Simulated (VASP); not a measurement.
# BaTiO3 (P4mm) in VASP: notebook, part 2 of 2

VASP 6.6.1. The steps go on from the part before.

## Step 3: Electric field gradients, PBEsol (zz strain of +3 %)

The input, INCAR:

```
SYSTEM = BaTiO3
PREC = Accurate
ENCUT = 520
EDIFF = 1E-8
ISMEAR = -1
SIGMA = 0.08
LREAL = .FALSE.
LASPH = .TRUE.
NELM = 100
ALGO = Normal
ISIF = 2
LWAVE = .FALSE.
LCHARG = .FALSE.
GGA = PS
LEFG = .TRUE.
NBANDS = 28
```

The input, KPOINTS:

```
Automatic mesh
0
G
  7 7 7
  0 0 0
```

The input, POSCAR:

```
BaTiO3
1.0
    3.9998000000      0.0000000000      0.0000000000
    0.0000000000      3.9998000000      0.0000000000
    0.0000000000      0.0000000000      4.1385400000
Ba Ti O
1 1 3
Direct
    0.0000000000      0.0000000000      0.0000000000
    0.5000000000      0.5000000000      0.4820000000
    0.5000000000      0.5000000000      0.0160000000
    0.5000000000      0.0000000000      0.5150000000
    0.0000000000      0.5000000000      0.5150000000
```

Potentials or basis: VASP PAW PBE potentials, release 64 (Ba_sv, Ti_sv, O).

Started as:

```bash
cat potpaw_PBE.64/Ba_sv/POTCAR potpaw_PBE.64/Ti_sv/POTCAR potpaw_PBE.64/O/POTCAR > POTCAR
mpirun -np 1 vasp_std > vasp.out
```

OUTCAR:

```text
SYSTEM = BaTiO3
   PREC = Accurate
   ENCUT = 520
   EDIFF = 1E-8
   ISMEAR = -1
   LREAL = .FALSE.
   LASPH = .TRUE.
   NELM = 100
   ISIF = 2
   GGA = PS

 ion  position               nearest neighbor table
   1  0.000  0.000  0.000-   3 2.83   3 2.83   3 2.83   3 2.83   5 2.83   5 2.83   4 2.83   4 2.83
                             4 2.92   5 2.92   5 2.92   4 2.92   2 3.46   2 3.46   2 3.46   2 3.46
   2  0.500  0.500  0.482-   3 1.93   4 2.00   5 2.00   4 2.00   5 2.00   3 2.21   1 3.46   1 3.46
                             1 3.46   1 3.46   1 3.55   1 3.55   1 3.55   1 3.55
   3  0.500  0.500  0.016-   2 1.93   2 2.21   1 2.83   1 2.83   1 2.83   1 2.83
   4  0.500  0.000  0.515-   2 2.00   2 2.00   1 2.83   1 2.83   1 2.92   1 2.92
   5  0.000  0.500  0.515-   2 2.00   2 2.00   1 2.83   1 2.83   1 2.92   1 2.92

  LATTYP: Found a simple tetragonal cell.
[... 984 lines left out ...]
   4     -16.139    23.658    -7.519    -0.000     0.000    -0.000
   5      23.658   -16.139    -7.519     0.000     0.000     0.000
---------------------------------------------------------------------

 Electric field gradients after diagonalization (V/A^2)
 (convention: |V_zz| > |V_xx| > |V_yy|)
----------------------------------------------------------------------
 ion       V_xx      V_yy      V_zz     asymmetry (V_yy - V_xx)/ V_zz
----------------------------------------------------------------------
   1      -1.107    -1.107     2.214       0.000
   2     -10.384   -10.384    20.768       0.000
   3     -12.552   -12.552    25.104       0.000
   4     -16.139    -7.519    23.658       0.364
   5     -16.139    -7.519    23.658       0.364
----------------------------------------------------------------------

           NMR quadrupolar parameters

 Cq : quadrupolar parameter    Cq=e*Q*V_zz/h
 eta: asymmetry parameters     (V_yy - V_xx)/ V_zz
 Q  : nuclear electric quadrupole moment in mb (millibarn)
----------------------------------------------------------------------
 ion       Cq(MHz)       eta       Q (mb)
----------------------------------------------------------------------
   1       0.005       0.000       1.000
   2       0.050       0.000       1.000
   3       0.061       0.000       1.000
   4       0.057       0.364       1.000
   5       0.057       0.364       1.000
----------------------------------------------------------------------
```

stdout:

```text
POSCAR found type information on POSCAR BaTiO
 POSCAR found :  3 types and       5 ions
 scaLAPACK will be used
 -----------------------------------------------------------------------------
|                                                                             |
|                                                                             |
|     You enforced a specific xc type in the INCAR file but a different       |
|     I HOPE YOU KNOW WHAT YOU ARE DOING!                                     |
|                                                                             |
 -----------------------------------------------------------------------------

 LDA part: xc-table for (Slater+PW92), standard interpolation
 POSCAR, INCAR and KPOINTS ok, starting setup
 FFT: planning ... GRIDC
 FFT: planning ... GRID_SOFT
 FFT: planning ... GRID
 WAVECAR not read
 entering main loop
ion   1

ion   2

ion   3

ion   4

ion   5
```

Wall time 95 s (1 thread of Intel Xeon Platinum 8259CL at 2.50GHz (Skylake/Cascade Lake), shared host); peak memory 0.22 GiB.

What came out:

```yaml
Free_energy: -41.9307 eV
Pressure: -6.3 GPa
Largest_force: 0.816 eV/Å
Band_gap_on_the_k_mesh: 1.77 eV (least direct gap 2.06 eV)
Largest_electric_field_gradient_by_atom: Ba +2.2; Ti +20.8; O +25.1, +23.7 (each value once) V/Å²
```

Forces on the atoms (eV/Å):
```
Ba   0.000  0.000 -0.126
Ti   0.000  0.000 -0.344
O    0.000  0.000  0.816
O    0.000  0.000 -0.174
O    0.000  0.000 -0.174
```

Levels at points of the mesh, in eV from the valence-band top:
| k point | band 18 | band 19 | band 20 | band 21 | band 22 | band 23 |
| --- | --- | --- | --- | --- | --- | --- |
| (0.00, 0.00, 0.00) | -0.35 | -0.29 | -0.29 | 1.77 | 2.01 | 2.01 |

Electric field gradients, principal values (V/Å²):
```tsv
atom	least	middle	greatest (by size)
1 Ba	-1.107	-1.107	2.214
2 Ti	-10.384	-10.384	20.768
3 O	-12.552	-12.552	25.104
4 O	-7.519	-16.139	23.658
5 O	-7.519	-16.139	23.658
```

Caveat: the cell differs from its parent crystal (zz strain of +3 %); the cell stands under tension; without QUAD_EFG the Cq values of the log hold for a quadrupole moment of 1 mb, not for the nuclei; the PAW data sets were made with another functional, which shifts forces and pressure a little; spin-orbit coupling is left out, which moves the levels of the heavy elements; an odd mesh through Γ misses points on the zone boundary, where band edges can lie.

## Step 4: Electric field gradients, PBEsol (zz strain of +3 %)

The input, INCAR:

```
PREC     = Accurate       # precision mode
ENCUT    = 520            # plane-wave cutoff, eV
EDIFF    = 1E-8           # SCF threshold, eV
ISMEAR   = -1             # smearing method
SIGMA    = 0.08           # smearing width, eV
LREAL    = F              # projectors in reciprocal space
LASPH    = T              # aspherical terms in the spheres
NELM     = 80             # most SCF steps
ALGO     = Normal         # electronic algorithm
ISIF     = 2              # what is computed and relaxed
LWAVE    = F              # write WAVECAR
LCHARG   = F              # write CHGCAR
GGA      = PS             # functional
LEFG     = T            
NBANDS   = 28             # bands
```

The input, KPOINTS:

```
regular mesh
0
Gamma
  7 7 7
```

POSCAR is that of step 3.

Potentials or basis: VASP PAW PBE potentials, release 64 (Ba_sv, Ti_sv, O).

Started as:

```bash
cat potpaw_PBE.64/Ba_sv/POTCAR potpaw_PBE.64/Ti_sv/POTCAR potpaw_PBE.64/O/POTCAR > POTCAR
mpirun -np 1 vasp_std > vasp.out
```

OUTCAR:

```text
PREC = Accurate
   ENCUT = 520
   EDIFF = 1E-8
   ISMEAR = -1
   LREAL = F
   LASPH = T
   NELM = 80
   ISIF = 2
   GGA = PS

 ion  position               nearest neighbor table
   1  0.000  0.000  0.000-   3 2.83   3 2.83   3 2.83   3 2.83   5 2.83   5 2.83   4 2.83   4 2.83
                             4 2.92   5 2.92   5 2.92   4 2.92   2 3.46   2 3.46   2 3.46   2 3.46
   2  0.500  0.500  0.482-   3 1.93   4 2.00   5 2.00   4 2.00   5 2.00   3 2.21   1 3.46   1 3.46
                             1 3.46   1 3.46   1 3.55   1 3.55   1 3.55   1 3.55
   3  0.500  0.500  0.016-   2 1.93   2 2.21   1 2.83   1 2.83   1 2.83   1 2.83
   4  0.500  0.000  0.515-   2 2.00   2 2.00   1 2.83   1 2.83   1 2.92   1 2.92
   5  0.000  0.500  0.515-   2 2.00   2 2.00   1 2.83   1 2.83   1 2.92   1 2.92

  LATTYP: Found a simple tetragonal cell.
 ALAT       =     3.9998000000
 C/A-ratio  =     1.0346867343

[... 981 lines left out ...]
   4     -16.139    23.658    -7.519    -0.000     0.000    -0.000
   5      23.658   -16.139    -7.519     0.000     0.000     0.000
---------------------------------------------------------------------

 Electric field gradients after diagonalization (V/A^2)
 (convention: |V_zz| > |V_xx| > |V_yy|)
----------------------------------------------------------------------
 ion       V_xx      V_yy      V_zz     asymmetry (V_yy - V_xx)/ V_zz
----------------------------------------------------------------------
   1      -1.107    -1.107     2.214       0.000
   2     -10.384   -10.384    20.768       0.000
   3     -12.552   -12.552    25.104       0.000
   4     -16.139    -7.519    23.658       0.364
   5     -16.139    -7.519    23.658       0.364
----------------------------------------------------------------------

           NMR quadrupolar parameters

 Cq : quadrupolar parameter    Cq=e*Q*V_zz/h
 eta: asymmetry parameters     (V_yy - V_xx)/ V_zz
 Q  : nuclear electric quadrupole moment in mb (millibarn)
----------------------------------------------------------------------
 ion       Cq(MHz)       eta       Q (mb)
----------------------------------------------------------------------
   1       0.005       0.000       1.000
   2       0.050       0.000       1.000
   3       0.061       0.000       1.000
   4       0.057       0.364       1.000
   5       0.057       0.364       1.000
----------------------------------------------------------------------
```

stdout:

```text
POSCAR found type information on POSCAR BaTiO
 POSCAR found :  3 types and       5 ions
 scaLAPACK will be used
 -----------------------------------------------------------------------------
|                                                                             |
|                                                                             |
|     You enforced a specific xc type in the INCAR file but a different       |
|     I HOPE YOU KNOW WHAT YOU ARE DOING!                                     |
|                                                                             |
 -----------------------------------------------------------------------------

 LDA part: xc-table for (Slater+PW92), standard interpolation
 POSCAR, INCAR and KPOINTS ok, starting setup
 FFT: planning ... GRIDC
 FFT: planning ... GRID_SOFT
 FFT: planning ... GRID
 WAVECAR not read
 entering main loop
ion   1

ion   2

ion   3

ion   4

ion   5
```

Run time: 94 s. Hardware: 1 thread of Intel Xeon Platinum 8259CL at 2.50GHz (Skylake/Cascade Lake), shared host; peak memory 0.22 GiB.

Results:

```yaml
Free_energy: -41.9307 eV
Pressure: -6.3 GPa
Largest_force: 0.816 eV/Å
Band_gap_on_the_k_mesh: 1.77 eV (least direct gap 2.06 eV)
Largest_electric_field_gradient_by_atom: Ba +2.2; Ti +20.8; O +25.1, +23.7 (each value once) V/Å²
```

Forces on the atoms (eV/Å):
```
Ba   0.000  0.000 -0.126
Ti   0.000  0.000 -0.344
O    0.000  0.000  0.816
O    0.000  0.000 -0.174
O    0.000  0.000 -0.174
```

Stress tensor (GPa, compression positive):
```
-5.19  0.00  0.00
 0.00 -5.19  0.00
 0.00  0.00 -8.67
```

Levels at points of the mesh, in eV from the valence-band top:
```tsv
k point	band 17	band 18	band 19	band 20	band 21	band 22	band 23	band 24
(0.00, 0.00, 0.00)	-1.12	-0.35	-0.29	-0.29	1.77	2.01	2.01	3.91
```

Electric field gradients, principal values (V/Å²):
```tsv
atom	least	middle	greatest (by size)
1 Ba	-1.107	-1.107	2.214
2 Ti	-10.384	-10.384	20.768
3 O	-12.552	-12.552	25.104
4 O	-7.519	-16.139	23.658
5 O	-7.519	-16.139	23.658
```

Caveat: the cell differs from its parent crystal (zz strain of +3 %); the cell stands under tension; without QUAD_EFG the Cq values of the log hold for a quadrupole moment of 1 mb, not for the nuclei; the PAW data sets were made with another functional, which shifts forces and pressure a little; spin-orbit coupling is left out, which moves the levels of the heavy elements; an odd mesh through Γ misses points on the zone boundary, where band edges can lie.
